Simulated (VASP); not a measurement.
# Na3HSe (Pm-3m) in VASP: further runs

Runs on Na3HSe. Level: PBE. Tasks: electric field gradients.

Program: VASP 6.6.1. These are calculated values, not measurements. Logs are shortened: lines on timing, memory, paths and dates and some standing lists are left out, and cuts for length are marked.

## Step 1: The cell of the first run

The structure is cubic, space group Pm-3m (No. 221). The conventional cell has a = 4.548 Å, b = 4.548 Å, c = 4.548 Å, α = 90.00°, β = 90.00°, γ = 90.00°. Na (site symmetry 4/mmm) has 2 H at 2.27 Å within 3.0 Å. H (site symmetry m-3m) has 6 Na at 2.27 Å within 3.0 Å. Within 4.2 Å of Se (site symmetry m-3m) lie 12 Na at 3.22 Å and 8 H at 3.94 Å.

## Step 2: Electric field gradients, PBE

The input, INCAR:

```
SYSTEM = Na3HSe
PREC = Accurate
ENCUT = 520
EDIFF = 1E-8
ISMEAR = 0
SIGMA = 0.05
LREAL = .False.
LASPH = .True.
NELM = 80
ALGO = Normal
ISIF = 2
LWAVE = .False.
LCHARG = .False.
GGA = PE
LEFG = .True.
NBANDS = 22
```

The input, KPOINTS:

```
regular mesh
0
Gamma
  6 6 6
  0 0 0
```

The input, POSCAR:

```
Na3HSe
1.0
    4.5479618309      0.0000000000      0.0000000000
    0.0000000000      4.5479618309      0.0000000000
    0.0000000000      0.0000000000      4.5479618309
Na H Se
3 1 1
Direct
    0.0000000000      0.5000000000      0.5000000000
    0.5000000000      0.0000000000      0.5000000000
    0.5000000000      0.5000000000      0.0000000000
    0.5000000000      0.5000000000      0.5000000000
    0.0000000000      0.0000000000      0.0000000000
```

Potentials or basis: VASP PAW PBE potentials, release 64 (Na_pv, H, Se).

On the command line:

```bash
$ cat potpaw_PBE.64/Na_pv/POTCAR potpaw_PBE.64/H/POTCAR potpaw_PBE.64/Se/POTCAR > POTCAR
$ mpirun -np 1 vasp_std > vasp.out
```

OUTCAR:

```text
SYSTEM = Na3HSe
   PREC = Accurate
   ENCUT = 520
   EDIFF = 1E-8
   ISMEAR = 0
   LREAL = .False.
   LASPH = .True.
   NELM = 80
   ISIF = 2
   GGA = PE

 ion  position               nearest neighbor table
   1  0.000  0.500  0.500-
   2  0.500  0.000  0.500-
   3  0.500  0.500  0.000-
   4  0.500  0.500  0.500-
   5  0.000  0.000  0.000-

  LATTYP: Found a simple cubic cell.
 ALAT       =     4.5479618309

  Lattice vectors:

 A1 = (   4.5479618309,   0.0000000000,   0.0000000000)
 A2 = (   0.0000000000,   4.5479618309,   0.0000000000)
 A3 = (   0.0000000000,   0.0000000000,   4.5479618309)

Analysis of symmetry for initial positions (statically):
=====================================================================
 Subroutine PRICEL returns:
 Original cell was already a primitive cell.

 Routine SETGRP: Setting up the symmetry group for a
 simple cubic supercell.

 Subroutine GETGRP returns: Found 48 space group operations
 (whereof 48 operations were pure point group operations)
 out of a pool of 48 trial point group operations.

The static configuration has the point symmetry O_h .

Analysis of symmetry for dynamics (positions and initial velocities):
=====================================================================
 Subroutine PRICEL returns:
 Original cell was already a primitive cell.

 Routine SETGRP: Setting up the symmetry group for a
 simple cubic supercell.

 Subroutine GETGRP returns: Found 48 space group operations
 (whereof 48 operations were pure point group operations)
 out of a pool of 48 trial point group operations.

The dynamic configuration has the point symmetry O_h .

 Subroutine INISYM returns: Found 48 space group operations
 (whereof 48 operations are pure point group operations),
 and found     1 'primitive' translations

----------------------------------------------------------------------------------------

                                     Primitive cell

  volume of cell :      94.0698

[... 134 lines left out ...]
  free energy    TOTEN  =       -14.27452692 eV

  energy without entropy =      -14.27452692  energy(sigma->0) =      -14.27452692

 E-fermi :   0.9364     XC(G=0):  -8.3142

 val. band max:        0.6267824064   @ k =   0.5000   0.5000   0.0000
 cond. band min:       3.4123999284   @ k =   0.5000   0.0000   0.0000
 fundamental gap:      2.7856175220
 Fermi energy:         0.9363964483

 k-point     1 :       0.0000    0.0000    0.0000
  band No.  band energies     occupation
      1     -22.3924      2.00000
      2     -22.3924      2.00000
      3     -22.3924      2.00000
      4     -22.3289      2.00000
      5     -22.3289      2.00000
      6     -22.3289      2.00000
[... 489 lines left out ...]
     21      11.8499      0.00000
     22      11.9764      0.00000

------------------------ aborting loop because EDIFF is reached ----------------------------------------

  FORCE on cell =-STRESS in cart. coord.  units (eV):
  Direction    XX          YY          ZZ          XY          YZ          ZX
  --------------------------------------------------------------------------------------
  -------------------------------------------------------------------------------------
  Total        0.0123677      0.0123677      0.0123677      0.0000000      0.0000000     -0.0000000
  in kB        0.2106444      0.2106444      0.2106444      0.0000000      0.0000000     -0.0000000
  external PRESSURE =       0.2106444 kB  Pullay stress =       0.0000000 kB

 VOLUME and BASIS-vectors are now :
 -----------------------------------------------------------------------------
  energy-cutoff  :      520.00
  volume of cell :       94.07
      direct lattice vectors                 reciprocal lattice vectors
     4.547961831  0.000000000  0.000000000     0.219878714  0.000000000  0.000000000
     0.000000000  4.547961831  0.000000000     0.000000000  0.219878714  0.000000000
     0.000000000  0.000000000  4.547961831     0.000000000  0.000000000  0.219878714

 POSITION                                       TOTAL-FORCE (eV/Angst)
 -----------------------------------------------------------------------------------
      0.00000      2.27398      2.27398         0.000000      0.000000      0.000000
      2.27398      0.00000      2.27398         0.000000      0.000000      0.000000
      2.27398      2.27398      0.00000         0.000000      0.000000      0.000000
      2.27398      2.27398      2.27398         0.000000      0.000000      0.000000
      0.00000      0.00000      0.00000         0.000000      0.000000      0.000000
 -----------------------------------------------------------------------------------
    total drift:                                0.000000      0.000000      0.000000

  FREE ENERGIE OF THE ION-ELECTRON SYSTEM (eV)
  ---------------------------------------------------
  free  energy   TOTEN  =       -14.2745269248 eV

  energy  without entropy=      -14.2745269248  energy(sigma->0) =      -14.27452692

 Electric field gradients (V/A^2)
---------------------------------------------------------------------
 ion       V_xx      V_yy      V_zz      V_xy      V_xz      V_yz
---------------------------------------------------------------------
   1      -8.530     4.265     4.265    -0.000     0.000    -0.000
   2       4.265    -8.530     4.265     0.000     0.000     0.000
   3       4.265     4.265    -8.530     0.000    -0.000     0.000
   4       0.000     0.000    -0.000    -0.000     0.000     0.000
   5      -0.000    -0.000     0.000     0.000     0.000     0.000
---------------------------------------------------------------------

 Electric field gradients after diagonalization (V/A^2)
 (convention: |V_zz| > |V_xx| > |V_yy|)
----------------------------------------------------------------------
 ion       V_xx      V_yy      V_zz     asymmetry (V_yy - V_xx)/ V_zz
----------------------------------------------------------------------
   1       4.265     4.265    -8.530       0.000
   2       4.265     4.265    -8.530       0.000
   3       4.265     4.265    -8.530       0.000
   4       0.000     0.000    -0.000       0.021
   5      -0.000     0.000    -0.000      -0.718
----------------------------------------------------------------------

           NMR quadrupolar parameters

 Cq : quadrupolar parameter    Cq=e*Q*V_zz/h
 eta: asymmetry parameters     (V_yy - V_xx)/ V_zz
 Q  : nuclear electric quadrupole moment in mb (millibarn)
----------------------------------------------------------------------
 ion       Cq(MHz)       eta       Q (mb)
----------------------------------------------------------------------
   1      -0.021       0.000       1.000
   2      -0.021       0.000       1.000
   3      -0.021       0.000       1.000
   4      -0.000       0.021       1.000
   5      -0.000      -0.718       1.000
----------------------------------------------------------------------
```

stdout:

```text
POSCAR found type information on POSCAR NaH Se
 POSCAR found :  3 types and       5 ions
 scaLAPACK will be used
 LDA part: xc-table for (Slater+PW92), standard interpolation
 POSCAR, INCAR and KPOINTS ok, starting setup
 FFT: planning ... GRIDC
 FFT: planning ... GRID_SOFT
 FFT: planning ... GRID
 WAVECAR not read
 entering main loop
ion   1

ion   2

ion   3

ion   4

ion   5
```

It took 70 s on 1 thread of Intel Xeon 8259CL, shared host; peak memory 0.22 GiB.

Results:

```yaml
Free_energy: -14.2745 eV
Pressure: 0.0 GPa
Band_gap_on_the_k_mesh: 2.79 eV (least direct gap 2.93 eV)
Largest_electric_field_gradient_by_atom: Na -8.5; H +0.0; Se -0.0 V/Å²
```

Levels at points of the mesh, in eV from the valence-band top:
```tsv
k point	band 12	band 13	band 14	band 15	band 16	band 17
(0.00, 0.00, 0.00)	-0.31	-0.31	-0.31	4.30	5.07	5.07
(0.50, 0.00, 0.00)	-0.51	-0.14	-0.14	2.79	5.79	5.81
(0.50, 0.50, 0.00)	-1.61	-1.61	0.00	4.99	6.00	6.06
(0.50, 0.50, 0.50)	-1.19	-1.19	-1.19	3.53	3.53	3.53
```

Electric field gradients, principal values (V/Å²):
```csv
atom,least,middle,greatest (by size)
1 Na,4.265,4.265,-8.530
2 Na,4.265,4.265,-8.530
3 Na,4.265,4.265,-8.530
4 H,0.000,0.000,0.000
5 Se,0.000,0.000,0.000
```

Caveat: without QUAD_EFG the Cq values of the log hold for a quadrupole moment of 1 mb, not for the nuclei. A k mesh can miss the band edges.

## Step 3: Electric field gradients, PBE

This run uses another cell than the first one, of 18.95 Å³/atom.

The input, INCAR:

```
SYSTEM = Na3HSe
ALGO = Normal
EDIFF = 1E-8
ENCUT = 520
GGA = PE
ISIF = 2
ISMEAR = 0
LASPH = .TRUE.
LCHARG = .FALSE.
LEFG = .TRUE.
LREAL = .FALSE.
LWAVE = .FALSE.
NBANDS = 22
NELM = 100
PREC = Accurate
SIGMA = 0.05
```

The input, KPOINTS:

```
k-points
0
G
  6 6 6
  0 0 0
```

POSCAR: that of step 2 with these lines changed.

```diff
@@ -2,5 +2,5 @@
 1.0
-    4.5479618309      0.0000000000      0.0000000000
-    0.0000000000      4.5479618309      0.0000000000
-    0.0000000000      0.0000000000      4.5479618309
+    4.5590100000      0.0000000000      0.0000000000
+    0.0000000000      4.5590100000      0.0000000000
+    0.0000000000      0.0000000000      4.5590100000
 Na H Se
```

Potentials or basis: VASP PAW PBE potentials, release 64 (Na_pv, H, Se).

On the command line:

```bash
$ cat potpaw_PBE.64/Na_pv/POTCAR potpaw_PBE.64/H/POTCAR potpaw_PBE.64/Se/POTCAR > POTCAR
$ mpirun -np 1 vasp_std > vasp.out
```

OUTCAR:

```text
SYSTEM = Na3HSe
   EDIFF = 1E-8
   ENCUT = 520
   GGA = PE
   ISIF = 2
   ISMEAR = 0
   LASPH = .TRUE.
   LREAL = .FALSE.
   NELM = 100
   PREC = Accurate

 ion  position               nearest neighbor table
   1  0.000  0.500  0.500-
   2  0.500  0.000  0.500-
   3  0.500  0.500  0.000-
   4  0.500  0.500  0.500-
   5  0.000  0.000  0.000-

  LATTYP: Found a simple cubic cell.
 ALAT       =     4.5590100000

  Lattice vectors:

 A1 = (   4.5590100000,   0.0000000000,   0.0000000000)
 A2 = (   0.0000000000,   4.5590100000,   0.0000000000)
 A3 = (   0.0000000000,   0.0000000000,   4.5590100000)

Analysis of symmetry for initial positions (statically):
=====================================================================
 Subroutine PRICEL returns:
 Original cell was already a primitive cell.

 Routine SETGRP: Setting up the symmetry group for a
 simple cubic supercell.

 Subroutine GETGRP returns: Found 48 space group operations
 (whereof 48 operations were pure point group operations)
 out of a pool of 48 trial point group operations.

The static configuration has the point symmetry O_h .

Analysis of symmetry for dynamics (positions and initial velocities):
=====================================================================
 Subroutine PRICEL returns:
 Original cell was already a primitive cell.

 Routine SETGRP: Setting up the symmetry group for a
 simple cubic supercell.

 Subroutine GETGRP returns: Found 48 space group operations
 (whereof 48 operations were pure point group operations)
 out of a pool of 48 trial point group operations.

The dynamic configuration has the point symmetry O_h .

 Subroutine INISYM returns: Found 48 space group operations
 (whereof 48 operations are pure point group operations),
 and found     1 'primitive' translations

----------------------------------------------------------------------------------------

                                     Primitive cell

  volume of cell :      94.7571

  direct lattice vectors                    reciprocal lattice vectors
     4.559010000  0.000000000  0.000000000     0.219345867  0.000000000  0.000000000
     0.000000000  4.559010000  0.000000000     0.000000000  0.219345867  0.000000000
     0.000000000  0.000000000  4.559010000     0.000000000  0.000000000  0.219345867

  length of vectors
     4.559010000  4.559010000  4.559010000     0.219345867  0.219345867  0.219345867

  position of ions in fractional coordinates (direct lattice)
     0.000000000  0.500000000  0.500000000
     0.500000000  0.000000000  0.500000000
     0.500000000  0.500000000  0.000000000
     0.500000000  0.500000000  0.500000000
     0.000000000  0.000000000  0.000000000

  ion indices of the primitive-cell ions
   primitive index   ion index
                 1           1
                 2           2
                 3           3
[... 84 lines left out ...]
   ISMEAR =     0;   SIGMA  =   0.05  broadening in eV -4-tet -1-fermi 0-gaus
   EFERMI_NEDOS =   21; number of points for ismear=-14 and -15
   IALGO  =     38    algorithm
   IMIX   =      4    mixing-type and parameters
     AMIX     =   0.40;   BMIX     =  1.00
     AMIX_MAG =   1.60;   BMIX_MAG =  1.00
  volume/ion in A,a.u.               =      18.95       127.89
  Fermi-wavevector in a.u.,A,eV,Ry     =   1.090411  2.060578 16.177280  1.188997
  Thomas-Fermi vector in A             =   2.226635
   LORBIT       =      0    0 simple, 1 ext, 2 COOP (PROOUT), +10 PAW based schemes
   GGA     = PE    functional components
   LHFCALC =     F    Hartree Fock is set to
   AEXX    =    0.0000 exact exchange contribution
   IVDW    =     0    specifies the selected vdW correction
   LEPSILON=     F    determine dielectric tensor
   LRPA    =     F    only Hartree local field effects (RPA)
 non-spin polarized calculation
 Gauss-broadening in eV      SIGMA  =   0.05
  energy-cutoff  :      520.00
  volume of cell :       94.76
 maximum number of plane-waves:      2572
 NGX is ok and might be reduce to    36
   NGX = 17   NGY = 17   NGZ = 17

 number of electron      27.9999954 magnetization

 Free energy of the ion-electron system (eV)
  ---------------------------------------------------
  ext. energy  EPLUGINS =         0.00000000
  ---------------------------------------------------
  free energy    TOTEN  =       -14.27431938 eV

  energy without entropy =      -14.27431938  energy(sigma->0) =      -14.27431938

 E-fermi :   0.8718     XC(G=0):  -8.2866

 val. band max:        0.5959717120   @ k =   0.5000   0.5000   0.0000
 cond. band min:       3.3564969895   @ k =   0.5000   0.0000   0.0000
 fundamental gap:      2.7605252775
 Fermi energy:         0.8718385603

 k-point     1 :       0.0000    0.0000    0.0000
  band No.  band energies     occupation
      1     -22.4360      2.00000
      2     -22.4360      2.00000
      3     -22.4360      2.00000
      4     -22.3739      2.00000
      5     -22.3739      2.00000
      6     -22.3739      2.00000
[... 489 lines left out ...]
     21      11.7546      0.00000
     22      11.8879      0.00000

------------------------ aborting loop because EDIFF is reached ----------------------------------------

  FORCE on cell =-STRESS in cart. coord.  units (eV):
  Direction    XX          YY          ZZ          XY          YZ          ZX
  --------------------------------------------------------------------------------------
  -------------------------------------------------------------------------------------
  Total       -0.1015845     -0.1015845     -0.1015845      0.0000000      0.0000000     -0.0000000
  in kB       -1.7176178     -1.7176178     -1.7176178      0.0000000      0.0000000     -0.0000000
  external PRESSURE =      -1.7176178 kB  Pullay stress =       0.0000000 kB

 VOLUME and BASIS-vectors are now :
 -----------------------------------------------------------------------------
  energy-cutoff  :      520.00
  volume of cell :       94.76
      direct lattice vectors                 reciprocal lattice vectors
     4.559010000  0.000000000  0.000000000     0.219345867  0.000000000  0.000000000
     0.000000000  4.559010000  0.000000000     0.000000000  0.219345867  0.000000000
     0.000000000  0.000000000  4.559010000     0.000000000  0.000000000  0.219345867

 POSITION                                       TOTAL-FORCE (eV/Angst)
 -----------------------------------------------------------------------------------
      0.00000      2.27950      2.27950         0.000000      0.000000      0.000000
      2.27950      0.00000      2.27950         0.000000      0.000000      0.000000
      2.27950      2.27950      0.00000         0.000000      0.000000      0.000000
      2.27950      2.27950      2.27950         0.000000      0.000000      0.000000
      0.00000      0.00000      0.00000         0.000000      0.000000      0.000000
 -----------------------------------------------------------------------------------
    total drift:                                0.000000      0.000000      0.000000

  FREE ENERGIE OF THE ION-ELECTRON SYSTEM (eV)
  ---------------------------------------------------
  free  energy   TOTEN  =       -14.2743193823 eV

  energy  without entropy=      -14.2743193823  energy(sigma->0) =      -14.27431938

 Electric field gradients (V/A^2)
---------------------------------------------------------------------
 ion       V_xx      V_yy      V_zz      V_xy      V_xz      V_yz
---------------------------------------------------------------------
   1      -8.448     4.224     4.224    -0.000     0.000     0.000
   2       4.224    -8.448     4.224    -0.000    -0.000     0.000
   3       4.224     4.224    -8.448    -0.000    -0.000     0.000
   4      -0.000     0.000     0.000     0.000    -0.000    -0.000
   5       0.000     0.000     0.000    -0.000    -0.000    -0.000
---------------------------------------------------------------------

 Electric field gradients after diagonalization (V/A^2)
 (convention: |V_zz| > |V_xx| > |V_yy|)
----------------------------------------------------------------------
 ion       V_xx      V_yy      V_zz     asymmetry (V_yy - V_xx)/ V_zz
----------------------------------------------------------------------
   1       4.224     4.224    -8.448       0.000
   2       4.224     4.224    -8.448       0.000
   3       4.224     4.224    -8.448       0.000
   4       0.000     0.000    -0.000       0.565
   5       0.000     0.000     0.000      -0.272
----------------------------------------------------------------------

           NMR quadrupolar parameters

 Cq : quadrupolar parameter    Cq=e*Q*V_zz/h
 eta: asymmetry parameters     (V_yy - V_xx)/ V_zz
 Q  : nuclear electric quadrupole moment in mb (millibarn)
----------------------------------------------------------------------
 ion       Cq(MHz)       eta       Q (mb)
----------------------------------------------------------------------
   1      -0.020       0.000       1.000
   2      -0.020       0.000       1.000
   3      -0.020       0.000       1.000
   4      -0.000       0.565       1.000
   5       0.000      -0.272       1.000
----------------------------------------------------------------------
```

stdout:

```text
POSCAR found type information on POSCAR NaH Se
 POSCAR found :  3 types and       5 ions
 scaLAPACK will be used
 LDA part: xc-table for (Slater+PW92), standard interpolation
 POSCAR, INCAR and KPOINTS ok, starting setup
 FFT: planning ... GRIDC
 FFT: planning ... GRID_SOFT
 FFT: planning ... GRID
 WAVECAR not read
 entering main loop
ion   1

ion   2

ion   3

ion   4

ion   5
```

Wall time 49 s (1 thread of Intel Xeon 8259CL, shared host); peak memory 0.22 GiB.

Results:

```
Free energy                             : -14.2743 eV
Pressure                                : -0.2 GPa
Band gap on the k mesh                  : 2.76 eV (least direct gap 2.90 eV)
Largest electric field gradient by atom : Na -8.4; H +0.0; Se +0.0 V/Å²
```

Electric field gradients, principal values (V/Å²):
```tsv
atom	least	middle	greatest (by size)
1 Na	4.224	4.224	-8.448
2 Na	4.224	4.224	-8.448
3 Na	4.224	4.224	-8.448
4 H	0.000	0.000	0.000
5 Se	0.000	0.000	0.000
```

Caveat: without QUAD_EFG the Cq values of the log hold for a quadrupole moment of 1 mb, not for the nuclei. A k mesh can miss the band edges.
